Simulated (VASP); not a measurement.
# AlCo (rocksalt type) (Fm-3m) in VASP: a series of runs, part 3 of 3

VASP 6.6.1. The steps go on from the part before.

**4. Single point, PBE**

Contents of INCAR:

```
SYSTEM = AlCo
PREC = Accurate
ENCUT = 520
EDIFF = 1E-6
ISMEAR = -1
SIGMA = 0.08
LREAL = .False.
LASPH = .True.
NELM = 80
ALGO = Normal
ISIF = 2
LWAVE = .False.
LCHARG = .False.
GGA = PE
NBANDS = 13
```

Contents of KPOINTS:

```
Automatic mesh
0
Gamma
  15 15 15
  0 0 0
```

Contents of POSCAR:

```
AlCo
1.0
    0.0000000000      2.2036077481      2.2036077481
    2.2036077481      0.0000000000      2.2036077481
    2.2036077481      2.2036077481      0.0000000000
Co Al
1 1
Direct
    0.0000000000      0.0000000000      0.0000000000
    0.5000000000      0.5000000000      0.5000000000
```

Potentials or basis: VASP PAW PBE potentials, release 64 (Co, Al).

Started as:

```bash
cat potpaw_PBE.64/Co/POTCAR potpaw_PBE.64/Al/POTCAR > POTCAR
mpirun -np 1 vasp_std > vasp.out
```

OUTCAR:

```text
SYSTEM = AlCo
   PREC = Accurate
   ENCUT = 520
   EDIFF = 1E-6
   ISMEAR = -1
   LREAL = .False.
   LASPH = .True.
   NELM = 80
   ISIF = 2
   GGA = PE

 ion  position               nearest neighbor table
   1  0.000  0.000  0.000-   2 2.20   2 2.20   2 2.20   2 2.20   2 2.20   2 2.20
   2  0.500  0.500  0.500-   1 2.20   1 2.20   1 2.20   1 2.20   1 2.20   1 2.20

  LATTYP: Found a face centered cubic cell.
 ALAT       =     4.4072154962

  Lattice vectors:

 A1 = (   0.0000000000,   2.2036077481,   2.2036077481)
 A2 = (   2.2036077481,   0.0000000000,   2.2036077481)
 A3 = (   2.2036077481,   2.2036077481,   0.0000000000)

Analysis of symmetry for initial positions (statically):
=====================================================================
 Subroutine PRICEL returns:
 Original cell was already a primitive cell.

 Routine SETGRP: Setting up the symmetry group for a
 face centered cubic supercell.

 Subroutine GETGRP returns: Found 48 space group operations
 (whereof 48 operations were pure point group operations)
 out of a pool of 48 trial point group operations.

The static configuration has the point symmetry O_h .

Analysis of symmetry for dynamics (positions and initial velocities):
=====================================================================
 Subroutine PRICEL returns:
 Original cell was already a primitive cell.

 Routine SETGRP: Setting up the symmetry group for a
 face centered cubic supercell.

 Subroutine GETGRP returns: Found 48 space group operations
 (whereof 48 operations were pure point group operations)
 out of a pool of 48 trial point group operations.

The dynamic configuration has the point symmetry O_h .

 Subroutine INISYM returns: Found 48 space group operations
 (whereof 48 operations are pure point group operations),
 and found     1 'primitive' translations

----------------------------------------------------------------------------------------

                                     Primitive cell

  volume of cell :      21.4009

  direct lattice vectors                    reciprocal lattice vectors
     0.000000000  2.203607748  2.203607748    -0.226900636  0.226900636  0.226900636
     2.203607748  0.000000000  2.203607748     0.226900636 -0.226900636  0.226900636
     2.203607748  2.203607748  0.000000000     0.226900636  0.226900636 -0.226900636

  length of vectors
     3.116371964  3.116371964  3.116371964     0.393003430  0.393003430  0.393003430

  position of ions in fractional coordinates (direct lattice)
     0.000000000  0.000000000  0.000000000
     0.500000000  0.500000000  0.500000000

  ion indices of the primitive-cell ions
   primitive index   ion index
                 1           1
                 2           2

----------------------------------------------------------------------------------------

 KPOINTS: Automatic mesh

Automatic generation of k-mesh.
 Grid dimensions read from file:
 generate k-points for:   15   15   15

 Generating k-lattice:

  Cartesian coordinates                     Fractional coordinates (reciprocal lattice)
    -0.015126709  0.015126709  0.015126709     0.066666667  0.000000000  0.000000000
     0.015126709 -0.015126709  0.015126709     0.000000000  0.066666667  0.000000000
     0.015126709  0.015126709 -0.015126709     0.000000000  0.000000000  0.066666667

  Length of vectors
     0.026200229  0.026200229  0.026200229

  Shift w.r.t. Gamma in fractional coordinates (k-lattice)
     0.000000000  0.000000000  0.000000000

 Subroutine IBZKPT returns following result:
 ===========================================

 Found    120 irreducible k-points:

 Following reciprocal coordinates:
            Coordinates               Weight
  0.000000  0.000000  0.000000      1.000000
  0.066667  0.000000  0.000000      8.000000
  0.133333  0.000000  0.000000      8.000000
  0.200000  0.000000  0.000000      8.000000
  0.266667  0.000000  0.000000      8.000000
  0.333333  0.000000  0.000000      8.000000
[... 16 lines left out ...]
  0.133333  0.133333  0.000000      6.000000
  0.200000  0.133333  0.000000     24.000000
 [... further k-points ...]
   k-points           NKPTS =    120   k-points in BZ     NKDIM =    120   number of bands    NBANDS=     13
   number of dos      NEDOS =    301   number of ions     NIONS =      2
   total plane-waves  NPLWV =  13824
   dimension x,y,z NGX =    24 NGY =   24 NGZ =   24
   dimension x,y,z NGXF=    48 NGYF=   48 NGZF=   48
   ions per type =               1   1
   NGX,Y,Z   is equivalent  to a cutoff of  12.80, 12.80, 12.80 a.u.
   NGXF,Y,Z  is equivalent  to a cutoff of  25.61, 25.61, 25.61 a.u.
 SYSTEM =  AlCo
   PREC   = accura    normal or accurate (medium, high low for compatibility)
   ISTART =      0    job   : 0-new  1-cont  2-samecut
   ICHARG =      2    charge: 1-file 2-atom 10-const
   ISPIN  =      1    spin polarized calculation?
   LNONCOLLINEAR =      F non collinear calculations
   LSORBIT =      F    spin-orbit coupling
   LASPH  =      T    aspherical Exc in radial PAW
   ENCUT  =  520.0 eV  38.22 Ry    6.18 a.u.   5.79  5.79  5.79*2*pi/ulx,y,z
   NELM   =     80;   NELMIN=  2; NELMDL= -5     # of ELM steps
   EDIFF  = 0.1E-05   stopping-criterion for ELM
   LREAL  =      F    real-space projection
   EDIFFG = 0.1E-04   stopping-criterion for IOM
   NSW    =      0    number of steps for IOM
   IBRION =     -1    ionic relax: 0-MD 1-quasi-New 2-CG
   NFREE  =      0    steps in history (QN), initial steepest desc. (CG)
   ISIF   =      2    stress and relaxation
   ISYM   =      2    0-nonsym 1-usesym 2-fastsym
   POTIM  = 0.5000    time-step for ionic-motion
   TEBEG  =    0.0;   TEEND  =   0.0 temperature during run
   PSTRESS=    0.0 pullay stress
   NELECT =      12.0000    total number of electrons
   NUPDOWN=      -1.0000    fix difference up-down
   EMIN   =  10.00;   EMAX   =-10.00  energy-range for DOS
   EFERMI =   0.00;   METHOD = LEGACY
   ISMEAR =    -1;   SIGMA  =   0.08  broadening in eV -4-tet -1-fermi 0-gaus
   EFERMI_NEDOS =   21; number of points for ismear=-14 and -15
   IALGO  =     38    algorithm
   IMIX   =      4    mixing-type and parameters
     AMIX     =   0.40;   BMIX     =  1.00
     AMIX_MAG =   1.60;   BMIX_MAG =  1.00
  volume/ion in A,a.u.               =      10.70        72.21
  Fermi-wavevector in a.u.,A,eV,Ry     =   1.349971  2.551074 24.795536  1.822420
  Thomas-Fermi vector in A             =   2.477514
   LORBIT       =      0    0 simple, 1 ext, 2 COOP (PROOUT), +10 PAW based schemes
   GGA     = PE    functional components
[... 5 lines left out ...]
 non-spin polarized calculation
  energy-cutoff  :      520.00
  volume of cell :       21.40
 maximum number of plane-waves:       589
   NGX = 11   NGY = 11   NGZ = 11

 number of electron      11.9999993 magnetization

 Free energy of the ion-electron system (eV)
  ---------------------------------------------------
  ext. energy  EPLUGINS =         0.00000000
  ---------------------------------------------------
  free energy    TOTEN  =        -9.57694342 eV

  energy without entropy =       -9.55653985  energy(sigma->0) =       -9.56674163

 E-fermi :  11.6888     XC(G=0): -12.5642

 val. band max:       11.6808367080   @ k =  -0.4000   0.4000   0.0000
 cond. band min:      11.7089512162   @ k =  -0.3333   0.4667   0.1333
 fundamental gap:      0.0281145082
 Fermi energy:        11.6888346317

 k-point     1 :       0.0000    0.0000    0.0000
  band No.  band energies     occupation
      1       0.1800      2.00000
      2       9.4720      2.00000
      3       9.4720      2.00000
      4       9.4720      2.00000
      5       9.7633      2.00000
      6       9.7633      2.00000
      7      20.8489      0.00000
      8      20.8489      0.00000
      9      20.8489      0.00000
     10      23.9484      0.00000
     11      24.2966      0.00000
     12      24.2966      0.00000
     13      24.2966      0.00000
[... 353 lines left out ...]
 k-point    24 :       0.2000    0.1333    0.0000
  band No.  band energies     occupation
      1       1.1279      2.00000
      2       9.0171      2.00000
      3       9.3140      2.00000
      4       9.6422      2.00000
      5       9.7585      2.00000
      6       9.9695      2.00000
      7      17.8539      0.00000
      8      18.6329      0.00000
      9      20.8959      0.00000
     10      21.8304      0.00000
     11      22.8235      0.00000
     12      26.1904      0.00000
     13      26.4451      0.00000

 [... further k-points ...]

------------------------ aborting loop because EDIFF is reached ----------------------------------------

  FORCE on cell =-STRESS in cart. coord.  units (eV):
  Direction    XX          YY          ZZ          XY          YZ          ZX
  --------------------------------------------------------------------------------------
  -------------------------------------------------------------------------------------
  Total        6.7314630      6.7314630      6.7314630     -0.0000000     -0.0000000      0.0000000
  in kB      503.9496869    503.9496869    503.9496869     -0.0000000     -0.0000000      0.0000000
  external PRESSURE =     503.9496869 kB  Pullay stress =       0.0000000 kB

 VOLUME and BASIS-vectors are now :
 -----------------------------------------------------------------------------
  energy-cutoff  :      520.00
  volume of cell :       21.40
      direct lattice vectors                 reciprocal lattice vectors
     0.000000000  2.203607748  2.203607748    -0.226900636  0.226900636  0.226900636
     2.203607748  0.000000000  2.203607748     0.226900636 -0.226900636  0.226900636
     2.203607748  2.203607748  0.000000000     0.226900636  0.226900636 -0.226900636

 POSITION                                       TOTAL-FORCE (eV/Angst)
 -----------------------------------------------------------------------------------
      0.00000      0.00000      0.00000         0.000000      0.000000      0.000000
      2.20361      2.20361      2.20361        -0.000000     -0.000000     -0.000000
 -----------------------------------------------------------------------------------
    total drift:                                0.000000     -0.000000     -0.000000

  FREE ENERGIE OF THE ION-ELECTRON SYSTEM (eV)
  ---------------------------------------------------
  free  energy   TOTEN  =        -9.5769434217 eV

  energy  without entropy=       -9.5565398483  energy(sigma->0) =       -9.56674163
```

stdout:

```text
POSCAR found type information on POSCAR CoAl
 POSCAR found :  2 types and       2 ions
 scaLAPACK will be used
 LDA part: xc-table for (Slater+PW92), standard interpolation
 POSCAR, INCAR and KPOINTS ok, starting setup
 FFT: planning ... GRIDC
 FFT: planning ... GRID_SOFT
 FFT: planning ... GRID
 WAVECAR not read
 entering main loop
```

It took 35 s on 1 thread of Intel Xeon 8259CL, shared host; peak memory 0.16 GiB.

Results:

```
Free energy            : -9.5769 eV
Pressure               : 50.4 GPa
Band gap on the k mesh : zero (band 6 reaches 11.80 eV, above the bottom of band 7 at 11.68 eV)
```

Levels at points of the mesh, in eV from the Fermi level:
```tsv
k point	band 2	band 3	band 4	band 5	band 6	band 7	band 8	band 9	band 10	band 11
(0.00, 0.00, 0.00)	-2.22	-2.22	-2.22	-1.93	-1.93	9.16	9.16	9.16	12.26	12.61
```

**5. Single point, PBE**

This run uses another cell than the first one, of 13.74 Å³/atom, 1.282 times its volume.

Contents of INCAR:

```
ALGO = Normal
EDIFF = 1E-7
ENCUT = 520
GGA = PE
ISIF = 2
ISMEAR = -1
LASPH = T
LCHARG = F
LREAL = F
LWAVE = F
NBANDS = 13
NELM = 60
PREC = Accurate
SIGMA = 0.08
```

Contents of KPOINTS:

```
k-points
0
Gamma
  14 14 14
```

Contents of POSCAR:

```
AlCo
1.0
    0.0000000000      2.3949805686      2.3949805686
    2.3949805686      0.0000000000      2.3949805686
    2.3949805686      2.3949805686      0.0000000000
Co Al
1 1
Direct
    0.0000000000      0.0000000000      0.0000000000
    0.5000000000      0.5000000000      0.5000000000
```

Started as:

```bash
cat potpaw_PBE.64/Co/POTCAR potpaw_PBE.64/Al/POTCAR > POTCAR
mpirun -np 1 vasp_std > vasp.out
```

Run time: 54 s. Hardware: 1 thread of Intel Xeon 8259CL, shared host; peak memory 0.18 GiB.

Results (log left out):

```yaml
Free_energy: -10.3483 eV
Pressure: -0.1 GPa
Band_gap_on_the_k_mesh: zero (band 6 reaches 8.46 eV, above the bottom of band 7 at 8.28 eV)
```

Levels at points of the mesh, in eV from the Fermi level:
| k point | band 2 | band 3 | band 4 | band 5 | band 6 | band 7 | band 8 | band 9 | band 10 | band 11 |
| --- | --- | --- | --- | --- | --- | --- | --- | --- | --- | --- |
| (0.00, 0.00, 0.00) | -1.40 | -1.40 | -1.40 | -1.26 | -1.26 | 7.28 | 7.28 | 7.28 | 11.18 | 11.18 |
| (0.50, 0.00, 0.00) | -5.15 | -1.91 | -1.91 | -0.53 | -0.53 | 0.17 | 7.22 | 7.22 | 8.72 | 8.72 |
| (0.50, 0.50, 0.00) | -3.32 | -2.42 | -0.88 | -0.34 | -0.34 | 0.68 | 2.07 | 2.07 | 6.63 | 7.19 |

Spin polarisation is off, so any magnetic state and its effect on volume and gap are missing.

**6. Summary**

```tsv
cell	k mesh	gap on the mesh (eV)	pressure (GPa)
a = 3.118 Å, angles 60.0°, 2 atoms	15 × 15 × 15	none	50.0
a = 3.117 Å, angles 60.0°, 2 atoms	15 × 15 × 15	none	50.2
a = 3.116 Å, angles 60.0°, 2 atoms	15 × 15 × 15	none	50.4
a = 3.387 Å, angles 60.0°, 2 atoms	14 × 14 × 14	none	-0.1
```

Alike in all rows: task single point; level PBE; potentials or basis VASP PAW PBE potentials, release 64 (Co, Al); no spin polarisation; cutoff (eV) 520; smearing fermi-dirac 0.08 eV.

Absolute energies hang on the potentials; compare differences alone.
